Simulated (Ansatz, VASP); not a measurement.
## C: VASP beside Ansatz

```
C
1.0
     2.50320    0.00000    0.00000
    -1.25160    2.16783    0.00000
     0.00000    0.00000    4.16887
C
4
Direct
  0.33333 0.66667 0.00023
  0.66667 0.33333 0.50023
  0.33333 0.66667 0.37477
  0.66667 0.33333 0.87477
```

Alike in both runs: task single point; functional PBE; k mesh 9 × 9 × 6; no spin polarisation.

|  | VASP | Ansatz |
| --- | --- | --- |
| version | VASP 6.6.1 | Ansatz 0.2.0 |
| potentials or method | VASP PAW PBE potentials, release 64 (C) | plane waves, PAW |
| plane-wave cutoff (eV) | 520 | 420 |
| occupations | gaussian, width 0.01 eV | fixed |
| valence electrons in the cell | 16 | 16 |

```tsv
	VASP	Ansatz	Ansatz less VASP
gap on the k mesh at the Fermi level (eV)	3.31	3.32	+0.013
```
